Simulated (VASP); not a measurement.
Set up this calculation in VASP 6.6.1, as the native input.

| Property | Result |
| --- | --- |
| Task | single point |
| Functional | r2SCAN |
| Potentials or basis | VASP PAW PBE potentials, release 64 (Zr_sv, Ti_sv, O) |
| Cutoff | 520 eV |
| k mesh | 1 × 1 × 1, shifted |
| Occupations | fermi-dirac, width 0.05 eV |
| Spin | no spin polarisation |
| Dipole correction | no |
| Further INCAR settings | LREAL = Auto; ALGO = Normal; EDIFF = 1e-06; NBANDS = 330; ISYM = 0 |

System: ZrTi11O24 (a cell with a defect).

```
Zr Ti O
1.0
     9.18283    0.00000    0.00000
     0.00000    9.18283    0.00000
     0.00000    0.00000    8.81661
Zr Ti O
2 22 48
Direct
  0.99980 0.00024 0.00052
  0.50057 0.50030 0.33376
  0.00024 0.00034 0.33861
  0.00060 0.99962 0.66287
  0.99948 0.50029 0.99737
  0.00148 0.50028 0.33188
  0.00014 0.50005 0.66418
  0.50093 0.00152 0.99752
  0.50055 0.99915 0.33094
  0.49983 0.99961 0.66470
  0.49953 0.49989 0.99521
  0.50054 0.49972 0.67104
  0.25036 0.25069 0.16533
  0.24631 0.24425 0.49978
  0.25427 0.25508 0.83053
  0.25056 0.75089 0.16414
  0.25062 0.74943 0.49934
  0.24993 0.75038 0.83074
  0.75067 0.25100 0.16621
  0.74984 0.24988 0.49992
  0.75083 0.24958 0.83081
  0.75032 0.74914 0.16506
  0.75577 0.75571 0.49988
  0.74486 0.74522 0.83071
  0.15805 0.15775 0.99879
  0.15142 0.15125 0.33330
  0.15294 0.15257 0.66819
  0.14924 0.65585 0.99908
  0.15596 0.64897 0.33416
  0.15195 0.65182 0.66657
  0.65618 0.14883 0.99907
  0.64928 0.15573 0.33406
  0.65207 0.15167 0.66681
  0.65126 0.65125 0.00025
  0.65830 0.65777 0.33491
  0.65290 0.65244 0.66513
  0.34931 0.34933 0.00021
  0.34281 0.34267 0.33488
  0.34795 0.34815 0.66547
  0.34473 0.85158 0.99911
  0.35164 0.84489 0.33433
  0.34873 0.84878 0.66662
  0.85169 0.34475 0.99922
  0.84479 0.35148 0.33424
  0.84855 0.34880 0.66663
  0.84262 0.84267 0.99877
  0.84943 0.84944 0.33332
  0.84792 0.84787 0.66844
  0.09831 0.40239 0.16707
  0.09660 0.40088 0.50037
  0.09961 0.40393 0.83388
  0.10125 0.89931 0.18001
  0.09919 0.90150 0.50066
  0.10105 0.89971 0.82086
  0.60146 0.39929 0.15410
  0.60088 0.39922 0.51332
  0.59918 0.40162 0.83365
  0.59824 0.90229 0.16712
  0.59985 0.90382 0.50039
  0.59649 0.90073 0.83385
  0.40263 0.09809 0.16706
  0.40115 0.09673 0.50041
  0.40416 0.09966 0.83389
  0.39955 0.60135 0.15454
  0.39988 0.60107 0.51320
  0.40183 0.59917 0.83333
  0.89955 0.10134 0.17991
  0.90170 0.09904 0.50088
  0.90017 0.10129 0.82070
  0.90260 0.59820 0.16706
  0.90417 0.59973 0.50026
  0.90100 0.59666 0.83404
```

The input as run:

POSCAR

```
ZrTi11O24
1.0
    9.1828280000      0.0000000000      0.0000000000
    0.0000000000      9.1828280000      0.0000000000
    0.0000000000      0.0000000000      8.8166120000
Zr Ti O
2 22 48
Direct
    0.9998040000      0.0002380000      0.0005210000
    0.5005720000      0.5003040000      0.3337630000
    0.0002420000      0.0003450000      0.3386100000
    0.0005970000      0.9996200000      0.6628680000
    0.9994800000      0.5002910000      0.9973680000
    0.0014840000      0.5002780000      0.3318760000
    0.0001380000      0.5000460000      0.6641840000
    0.5009270000      0.0015240000      0.9975240000
    0.5005520000      0.9991520000      0.3309400000
    0.4998310000      0.9996090000      0.6647000000
    0.4995290000      0.4998870000      0.9952070000
    0.5005430000      0.4997220000      0.6710370000
    0.2503640000      0.2506880000      0.1653280000
    0.2463110000      0.2442470000      0.4997830000
    0.2542670000      0.2550830000      0.8305310000
    0.2505650000      0.7508910000      0.1641360000
    0.2506230000      0.7494330000      0.4993370000
    0.2499330000      0.7503800000      0.8307370000
    0.7506670000      0.2510000000      0.1662090000
    0.7498440000      0.2498770000      0.4999220000
    0.7508270000      0.2495810000      0.8308150000
    0.7503190000      0.7491380000      0.1650590000
    0.7557730000      0.7557080000      0.4998800000
    0.7448570000      0.7452240000      0.8307110000
    0.1580460000      0.1577490000      0.9987920000
    0.1514170000      0.1512520000      0.3333020000
    0.1529400000      0.1525690000      0.6681900000
    0.1492410000      0.6558500000      0.9990790000
    0.1559600000      0.6489710000      0.3341600000
    0.1519510000      0.6518170000      0.6665680000
    0.6561810000      0.1488280000      0.9990660000
    0.6492820000      0.1557310000      0.3340580000
    0.6520710000      0.1516730000      0.6668120000
    0.6512570000      0.6512490000      0.0002510000
    0.6582970000      0.6577670000      0.3349120000
    0.6529050000      0.6524420000      0.6651300000
    0.3493100000      0.3493290000      0.0002120000
    0.3428100000      0.3426730000      0.3348790000
    0.3479470000      0.3481520000      0.6654700000
    0.3447320000      0.8515770000      0.9991140000
    0.3516400000      0.8448930000      0.3343340000
    0.3487280000      0.8487760000      0.6666240000
    0.8516930000      0.3447450000      0.9992220000
    0.8447900000      0.3514780000      0.3342350000
    0.8485520000      0.3488030000      0.6666340000
    0.8426180000      0.8426660000      0.9987740000
    0.8494340000      0.8494440000      0.3333230000
    0.8479220000      0.8478720000      0.6684410000
    0.0983150000      0.4023920000      0.1670670000
    0.0966050000      0.4008780000      0.5003710000
    0.0996090000      0.4039270000      0.8338830000
    0.1012530000      0.8993130000      0.1800080000
    0.0991940000      0.9015020000      0.5006630000
    0.1010540000      0.8997140000      0.8208650000
    0.6014590000      0.3992930000      0.1540980000
    0.6008780000      0.3992200000      0.5133190000
    0.5991840000      0.4016210000      0.8336490000
    0.5982400000      0.9022950000      0.1671230000
    0.5998480000      0.9038160000      0.5003940000
    0.5964910000      0.9007350000      0.8338460000
    0.4026280000      0.0980930000      0.1670600000
    0.4011550000      0.0967300000      0.5004070000
    0.4041590000      0.0996590000      0.8338870000
    0.3995540000      0.6013520000      0.1545400000
    0.3998840000      0.6010690000      0.5131970000
    0.4018280000      0.5991670000      0.8333290000
    0.8995530000      0.1013370000      0.1799130000
    0.9016960000      0.0990370000      0.5008820000
    0.9001720000      0.1012900000      0.8206990000
    0.9026050000      0.5981980000      0.1670550000
    0.9041750000      0.5997290000      0.5002560000
    0.9010050000      0.5966550000      0.8340360000
```

INCAR.step1

```
ALGO = Normal
EDIFF = 1E-4
ENCUT = 520
GGA = PE
ISMEAR = -1
ISYM = 0
LASPH = T
LCHARG = F
LREAL = Auto
LUSENCCL = F
LWAVE = T
NBANDS = 330
NELM = 80
PREC = Accurate
SIGMA = 0.05
```

INCAR.step2

```
ALGO = Normal
EDIFF = 1E-6
ENCUT = 520
ISIF = 2
ISMEAR = -1
ISTART = 1
ISYM = 0
LASPH = T
LCHARG = T
LELF = T
LMIXTAU = T
LREAL = Auto
LUSENCCL = F
LVHAR = T
LWAVE = F
METAGGA = R2SCAN
NBANDS = 330
NELM = 80
PREC = Accurate
SIGMA = 0.05
```

KPOINTS

```
Automatic mesh
0
Gamma
  1 1 1
  0.25 0.25 0.25
```

Potentials or basis: VASP PAW PBE potentials, release 64 (Zr_sv, Ti_sv, O).

Command:

```bash
$ cat potpaw_PBE.64/Zr_sv/POTCAR potpaw_PBE.64/Ti_sv/POTCAR potpaw_PBE.64/O/POTCAR > POTCAR
$ cp INCAR.step1 INCAR
$ mpirun -np 1 vasp_std > vasp.out
$ cp INCAR.step2 INCAR
$ mpirun -np 1 vasp_std > vasp.out
```

It gave:

- Pressure: 8.3 GPa
- Largest force: 0.089 eV/Å
- Band gap on the k mesh: 2.64 eV

Caveat: the PAW data sets were made with another functional, which shifts forces and pressure a little.

Wall time 11 min on 1 × NVIDIA H100 80GB with 1 thread of AMD EPYC 7R13 Processor (Zen 3), with other jobs on the host, peak memory 2.1 GiB.
